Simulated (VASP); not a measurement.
# ScNb2O3 (P6/mmm) in VASP: a series of runs

Runs on ScNb2O3. Level: PBE. Tasks: relaxation of cell and atoms, single point.

All numbers are computed with VASP 6.6.1; they aren't measurements. Logs are shortened: lines on timing, memory, paths and dates and some standing lists are left out, and cuts for length are marked.

### 1 The cell of the first run

Symmetry: P6/mmm, No. 191, hexagonal system. Conventional cell: a = 3.790 Å, b = 3.790 Å, c = 6.563 Å, α = 90.00°, β = 90.00°, γ = 120.00°. Within 2.9 Å of Sc (site symmetry 6/mmm) lie 6 Nb at 2.19 Å. Within 2.9 Å of Nb (site symmetry -6m2) lie 3 Sc at 2.19 Å and 3 Nb at 2.19 Å. Within 2.9 Å of O (site symmetry -6m2) lie 6 O at 2.19 Å. Within 2.9 Å of O (site symmetry 6/mmm) lie 6 O at 2.19 Å.

The cell was built from a structure type or drawn by symmetry, and may not be a known phase.

### 2 Relaxation of cell and atoms, PBE

Input file INCAR:

```
  ALGO = Normal
  EDIFF = 1E-6
  EDIFFG = -0.04
  ENCUT = 600
  GGA = PE
  IBRION = 2
  ISIF = 3
  ISMEAR = 0
  LASPH = T
  LCHARG = F
  LREAL = F
  LWAVE = F
  NELM = 60
  NSW = 90
  PREC = Accurate
  SIGMA = 0.1
```

Input file KPOINTS:

```
k-points
0
Gamma
  6 6 4
```

Input file POSCAR:

```
ScNb2O3
1.0
    3.7904323000      0.0000000000      0.0000000000
   -1.8952161500      3.2826106700      0.0000000000
    0.0000000000      0.0000000000      6.5630107600
Sc Nb O
1 2 3
Direct
    0.0000000000      0.0000000000      0.5000000000
    0.3333333300      0.6666666700      0.5000000000
    0.6666666700      0.3333333300      0.5000000000
    0.3333333300      0.6666666700      0.0000000000
    0.6666666700      0.3333333300      0.0000000000
    0.0000000000      0.0000000000      0.0000000000
```

Potentials or basis: VASP PAW PBE potentials, release 64 (Sc_sv, Nb_sv, O).

Started as:

```sh
$ cat potpaw_PBE.64/Sc_sv/POTCAR potpaw_PBE.64/Nb_sv/POTCAR potpaw_PBE.64/O/POTCAR > POTCAR
$ mpirun -np 1 vasp_std > vasp.out
```

OUTCAR:

```text
EDIFF = 1E-6
   EDIFFG = -0.04
   ENCUT = 600
   GGA = PE
   IBRION = 2
   ISIF = 3
   ISMEAR = 0
   LASPH = T
   LREAL = F
   NELM = 60
   NSW = 90
   PREC = Accurate

 ion  position               nearest neighbor table
   1  0.000  0.000  0.500-   2 2.19   3 2.19   3 2.19   2 2.19   3 2.19   2 2.19
   2  0.333  0.667  0.500-   1 2.19   3 2.19   3 2.19   1 2.19   1 2.19   3 2.19
   3  0.667  0.333  0.500-   1 2.19   2 2.19   2 2.19   1 2.19   1 2.19   2 2.19
   4  0.333  0.667  0.000-
   5  0.667  0.333  0.000-
   6  0.000  0.000  0.000-

  LATTYP: Found a hexagonal cell.
 ALAT       =     3.7904323000
 C/A-ratio  =     1.7314676112

  Lattice vectors:

 A1 = (   3.7904323000,   0.0000000000,   0.0000000000)
 A2 = (  -1.8952161500,   3.2826106700,   0.0000000000)
 A3 = (   0.0000000000,   0.0000000000,   6.5630107600)

Analysis of symmetry for initial positions (statically):
=====================================================================
 Subroutine PRICEL returns:
 Original cell was already a primitive cell.

 Routine SETGRP: Setting up the symmetry group for a
 hexagonal supercell.

 Subroutine GETGRP returns: Found 24 space group operations
 (whereof 24 operations were pure point group operations)
 out of a pool of 24 trial point group operations.

The static configuration has the point symmetry D_6h.

Analysis of symmetry for dynamics (positions and initial velocities):
=====================================================================
 Subroutine PRICEL returns:
 Original cell was already a primitive cell.

 Routine SETGRP: Setting up the symmetry group for a
 hexagonal supercell.

 Subroutine GETGRP returns: Found 24 space group operations
 (whereof 24 operations were pure point group operations)
 out of a pool of 24 trial point group operations.

The dynamic configuration has the point symmetry D_6h.

 Subroutine INISYM returns: Found 24 space group operations
 (whereof 24 operations are pure point group operations),
 and found     1 'primitive' translations

----------------------------------------------------------------------------------------

                                     Primitive cell

  volume of cell :      81.6604

  direct lattice vectors                    reciprocal lattice vectors
     3.790432300  0.000000000  0.000000000     0.263822150  0.152317789  0.000000000
    -1.895216150  3.282610670  0.000000000     0.000000000  0.304635578  0.000000000
     0.000000000  0.000000000  6.563010760     0.000000000  0.000000000  0.152369093

  length of vectors
     3.790432300  3.790432306  6.563010760     0.304635579  0.304635578  0.152369093

  position of ions in fractional coordinates (direct lattice)
     0.000000000  0.000000000  0.500000000
     0.333333330  0.666666670  0.500000000
     0.666666670  0.333333330  0.500000000
     0.333333330  0.666666670  0.000000000
     0.666666670  0.333333330  0.000000000
     0.000000000  0.000000000  0.000000000

  ion indices of the primitive-cell ions
   primitive index   ion index
                 1           1
                 2           2
                 3           3
                 4           4
                 5           5
                 6           6

----------------------------------------------------------------------------------------

 KPOINTS: k-points

Automatic generation of k-mesh.
 Grid dimensions read from file:
 generate k-points for:    6    6    4

 Generating k-lattice:

  Cartesian coordinates                     Fractional coordinates (reciprocal lattice)
     0.043970358  0.025386298  0.000000000     0.166666667  0.000000000  0.000000000
     0.000000000  0.050772596  0.000000000     0.000000000  0.166666667  0.000000000
     0.000000000  0.000000000  0.038092273     0.000000000  0.000000000  0.250000000

  Length of vectors
     0.050772596  0.050772596  0.038092273

  Shift w.r.t. Gamma in fractional coordinates (k-lattice)
     0.000000000  0.000000000  0.000000000

 Subroutine IBZKPT returns following result:
 ===========================================

 Found     21 irreducible k-points:

 Following reciprocal coordinates:
            Coordinates               Weight
  0.000000  0.000000  0.000000      1.000000
  0.166667  0.000000  0.000000      6.000000
  0.333333  0.000000  0.000000      6.000000
  0.500000  0.000000  0.000000      3.000000
  0.166667  0.166667  0.000000      6.000000
  0.333333  0.166667  0.000000     12.000000
[... 13 lines left out ...]
  0.333333  0.166667  0.500000     12.000000
  0.333333  0.333333  0.500000      2.000000
   k-points           NKPTS =     21   k-points in BZ     NKDIM =     21   number of bands    NBANDS=     33
   number of dos      NEDOS =    301   number of ions     NIONS =      6
   total plane-waves  NPLWV =  48600
   dimension x,y,z NGX =    30 NGY =   30 NGZ =   54
   dimension x,y,z NGXF=    60 NGYF=   60 NGZF=  108
   ions per type =               1   2   3
   NGX,Y,Z   is equivalent  to a cutoff of  13.16, 13.16, 13.68 a.u.
   NGXF,Y,Z  is equivalent  to a cutoff of  26.32, 26.32, 27.36 a.u.
 SYSTEM =  unknown system
   PREC   = accura    normal or accurate (medium, high low for compatibility)
   ISTART =      0    job   : 0-new  1-cont  2-samecut
   ICHARG =      2    charge: 1-file 2-atom 10-const
   ISPIN  =      1    spin polarized calculation?
   LNONCOLLINEAR =      F non collinear calculations
   LSORBIT =      F    spin-orbit coupling
   LASPH  =      T    aspherical Exc in radial PAW
   ENCUT  =  600.0 eV  44.10 Ry    6.64 a.u.   7.57  7.57 13.11*2*pi/ulx,y,z
   NELM   =     60;   NELMIN=  2; NELMDL= -5     # of ELM steps
   EDIFF  = 0.1E-05   stopping-criterion for ELM
   LREAL  =      F    real-space projection
   EDIFFG = -.4E-01   stopping-criterion for IOM
   NSW    =     90    number of steps for IOM
   IBRION =      2    ionic relax: 0-MD 1-quasi-New 2-CG
   NFREE  =      1    steps in history (QN), initial steepest desc. (CG)
   ISIF   =      3    stress and relaxation
   ISYM   =      2    0-nonsym 1-usesym 2-fastsym
   POTIM  = 0.5000    time-step for ionic-motion
   TEBEG  =    0.0;   TEEND  =   0.0 temperature during run
   PSTRESS=    0.0 pullay stress
   NELECT =      55.0000    total number of electrons
   NUPDOWN=      -1.0000    fix difference up-down
   EMIN   =  10.00;   EMAX   =-10.00  energy-range for DOS
   EFERMI =   0.00;   METHOD = LEGACY
   ISMEAR =     0;   SIGMA  =   0.10  broadening in eV -4-tet -1-fermi 0-gaus
   EFERMI_NEDOS =   21; number of points for ismear=-14 and -15
   IALGO  =     38    algorithm
   IMIX   =      4    mixing-type and parameters
     AMIX     =   0.40;   BMIX     =  1.00
     AMIX_MAG =   1.60;   BMIX_MAG =  1.00
  volume/ion in A,a.u.               =      13.61        91.85
  Fermi-wavevector in a.u.,A,eV,Ry     =   1.435022  2.711799 28.018328  2.059289
  Thomas-Fermi vector in A             =   2.554367
   LORBIT       =      0    0 simple, 1 ext, 2 COOP (PROOUT), +10 PAW based schemes
   GGA     = PE    functional components
   LHFCALC =     F    Hartree Fock is set to
   AEXX    =    0.0000 exact exchange contribution
   IVDW    =     0    specifies the selected vdW correction
   LEPSILON=     F    determine dielectric tensor
   LRPA    =     F    only Hartree local field effects (RPA)
 conjugate gradient relaxation of ions
 non-spin polarized calculation
 Gauss-broadening in eV      SIGMA  =   0.10
  energy-cutoff  :      600.00
  volume of cell :       81.66
 maximum number of plane-waves:      2758
   NGX = 15   NGY = 15   NGZ = 27

--------------------------------------- Ionic step        1  -------------------------------------------

 number of electron      54.9999989 magnetization

 Free energy of the ion-electron system (eV)
  ---------------------------------------------------
  ext. energy  EPLUGINS =         0.00000000
  ---------------------------------------------------
  free energy    TOTEN  =       -20.86198748 eV

  energy without entropy =      -20.83020310  energy(sigma->0) =      -20.84609529

------------------------ aborting loop because EDIFF is reached ----------------------------------------

  FORCE on cell =-STRESS in cart. coord.  units (eV):
  Direction    XX          YY          ZZ          XY          YZ          ZX
  --------------------------------------------------------------------------------------
  -------------------------------------------------------------------------------------
  Total       51.4092472     51.4092474    -11.9052807      0.0000000      0.0000000      0.0000000
  in kB     1008.6502240   1008.6502282   -233.5817905      0.0000000      0.0000000      0.0000000
  external PRESSURE =     594.5728873 kB  Pullay stress =       0.0000000 kB
[... 67 lines left out ...]
--------------------------------------- Ionic step        3  -------------------------------------------

 number of electron      54.9999982 magnetization

 E-fermi :   2.5282     XC(G=0):  -9.5341

 val. band max:        2.5275438602   @ k =   0.3333   0.0000   0.5000
 cond. band min:       2.5289029067   @ k =   0.3333   0.1667   0.2500
 fundamental gap:      0.0013590465
 Fermi energy:         2.5282137592

 k-point     1 :       0.0000    0.0000    0.0000
  band No.  band energies     occupation
      1     -52.3752      2.00000
      2     -52.1084      2.00000
      3     -46.5744      2.00000
      4     -28.8236      2.00000
      5     -28.8236      2.00000
      6     -28.4818      2.00000
[... 778 lines left out ...]
  FREE ENERGIE OF THE ION-ELECTRON SYSTEM (eV)
  ---------------------------------------------------
  free  energy   TOTEN  =       -30.8423805936 eV

  energy  without entropy=      -30.7788650096  energy(sigma->0) =      -30.81062280

 E-fermi :  16.6258     XC(G=0): -14.2522

 val. band max:       16.6153280392   @ k =   0.3333   0.3333   0.0000
 cond. band min:      16.6448130896   @ k =   0.1667   0.0000   0.0000
 fundamental gap:      0.0294850504
 Fermi energy:        16.6258359174

 k-point     1 :       0.0000    0.0000    0.0000
  band No.  band energies     occupation
      1     -56.0107      2.00000
      2     -55.9537      2.00000
      3     -47.9480      2.00000
      4     -37.3060      2.00000
      5     -37.2929      2.00000
      6     -27.3829      2.00000
[... 745 lines left out ...]
     32      24.5283      0.00000
     33      24.8487      0.00000

[... ionic steps 4 to 16 ...]

--------------------------------------- Ionic step       17  -------------------------------------------

 number of electron      55.0000007 magnetization

------------------------ aborting loop because EDIFF is reached ----------------------------------------
[... 75 lines left out ...]
--------------------------------------- Ionic step       19  -------------------------------------------

 number of electron      55.0000002 magnetization

 Free energy of the ion-electron system (eV)
  ---------------------------------------------------
  ext. energy  EPLUGINS =         0.00000000
  ---------------------------------------------------
  free energy    TOTEN  =       -48.74475442 eV

  energy without entropy =      -48.73101354  energy(sigma->0) =      -48.73788398

 E-fermi :   5.7352     XC(G=0): -10.8238

 val. band max:        5.7232091324   @ k =   0.3333   0.3333   0.0000
 cond. band min:       5.7441966063   @ k =   0.1667   0.1667   0.0000
 fundamental gap:      0.0209874739
 Fermi energy:         5.7351543474

 k-point     1 :       0.0000    0.0000    0.0000
  band No.  band energies     occupation
      1     -49.5190      2.00000
      2     -49.4366      2.00000
      3     -42.6851      2.00000
      4     -25.8388      2.00000
      5     -25.7544      2.00000
      6     -25.6924      2.00000
[... 778 lines left out ...]
  FREE ENERGIE OF THE ION-ELECTRON SYSTEM (eV)
  ---------------------------------------------------
  free  energy   TOTEN  =       -48.7447544213 eV

  energy  without entropy=      -48.7310135424  energy(sigma->0) =      -48.73788398

 reached required accuracy - stopping structural energy minimisation
```

It took 21 min on 1 thread of Intel Xeon Platinum 8488C (Sapphire Rapids), shared host; peak memory 0.26 GiB.

What came out:

```yaml
Free_energy: -48.7448 eV
Relaxed_volume: 15.18 Å³/atom
Relaxed_cell: a = 5.229 Å, b = 5.229 Å, c = 3.845 Å, α = 90.00°, β = 90.00°, γ = 120.00°
Space_group_after_relaxing_to_0.1_Å: P6/mmm (No. 191)
Pressure_after_relaxing: 0.0 GPa
Band_gap_on_the_k_mesh: zero (an odd number of electrons rules out a gap without spin polarisation)
```

Stress tensor (GPa, compression positive):
```
-0.06  0.00  0.00
 0.00 -0.06  0.00
 0.00  0.00  0.24
```

Final structure:
```cif
data_structure
_symmetry_space_group_name_H-M 'P 1'
_symmetry_Int_Tables_number 1
_cell_length_a 5.2293
_cell_length_b 5.2293
_cell_length_c 3.8448
_cell_angle_alpha 90.000
_cell_angle_beta 90.000
_cell_angle_gamma 120.000
_cell_volume 91.05
loop_
_atom_site_label
_atom_site_type_symbol
_atom_site_fract_x
_atom_site_fract_y
_atom_site_fract_z
_atom_site_occupancy
Sc1 Sc 0.00000 0.00000 0.50000 1
Nb1 Nb 0.33333 0.66667 0.50000 1
Nb2 Nb 0.66667 0.33333 0.50000 1
O1 O 0.33333 0.66667 0.00000 1
O2 O 0.66667 0.33333 0.00000 1
O3 O 0.00000 0.00000 0.00000 1
```

Caveat: a cell axis changed by over 15 % at a fixed basis, so the end point is rough; an odd number of electrons without spin polarisation forces a metal; a magnetic or distorted state may lie lower.

### 3 Single point, PBE

This run uses another cell than the first one, of 17.02 Å³/atom.

Input file INCAR:

```
PREC     = Accurate       # precision mode
ENCUT    = 520            # plane-wave cutoff, eV
EDIFF    = 1E-7           # SCF threshold, eV
ISMEAR   = 0              # smearing method
SIGMA    = 0.1            # smearing width, eV
LREAL    = False          # projectors in reciprocal space
LASPH    = True           # aspherical terms in the spheres
NELM     = 60             # most SCF steps
ALGO     = Normal         # electronic algorithm
ISIF     = 2              # what is computed and relaxed
LWAVE    = False          # write WAVECAR
LCHARG   = False          # write CHGCAR
GGA      = PE             # functional
NBANDS   = 36             # bands
```

Input file KPOINTS:

```
regular mesh
0
Gamma
  12 12 10
```

Input file POSCAR:

```
ScNb2O3
1.0
    5.5370271875      0.0000000000      0.0000000000
   -2.7685135937      4.7952062058      0.0000000000
    0.0000000000      0.0000000000      3.8471824200
Sc Nb O
1 2 3
Direct
    0.0000000000      0.0000000000      0.5000000000
    0.3333333333      0.6666666667      0.5000000000
    0.6666666667      0.3333333333      0.5000000000
    0.3333333333      0.6666666667      0.0000000000
    0.6666666667      0.3333333333      0.0000000000
    0.0000000000      0.0000000000      0.0000000000
```

Potentials or basis: VASP PAW PBE potentials, release 64 (Sc_sv, Nb_sv, O).

Started as:

```sh
$ cat potpaw_PBE.64/Sc_sv/POTCAR potpaw_PBE.64/Nb_sv/POTCAR potpaw_PBE.64/O/POTCAR > POTCAR
$ mpirun -np 1 vasp_std > vasp.out
```

It took 7.1 min on 1 thread of Intel Xeon Platinum 8488C (Sapphire Rapids), shared host; peak memory 0.49 GiB.

It converged, with:

```
Free energy            : -49.7923 eV
Pressure               : 0.1 GPa
Band gap on the k mesh : zero (an odd number of electrons rules out a gap without spin polarisation)
```

Stress tensor (GPa, compression positive):
```
-0.12  0.00  0.00
 0.00 -0.12  0.00
 0.00  0.00  0.40
```

Levels at points of the mesh, in eV from the Fermi level:
| k point | band 24 | band 25 | band 26 | band 27 | band 28 | band 29 | band 30 | band 31 |
| --- | --- | --- | --- | --- | --- | --- | --- | --- |
| (0.00, 0.00, 0.00) | -1.74 | -1.19 | -0.02 | -0.02 | 0.07 | 0.07 | 0.21 | 0.21 |
| (0.50, 0.00, 0.00) | -1.84 | -1.28 | -0.78 | -0.64 | -0.53 | -0.23 | 0.31 | 0.33 |
| (0.00, 0.00, 0.50) | -2.39 | -2.39 | -0.31 | -0.31 | -0.11 | -0.11 | 1.68 | 1.68 |
| (0.50, 0.00, 0.50) | -2.40 | -1.72 | -1.55 | -0.81 | -0.69 | 0.36 | 2.17 | 3.00 |

Caveat: an odd number of electrons without spin polarisation forces a metal; a magnetic or distorted state may lie lower.
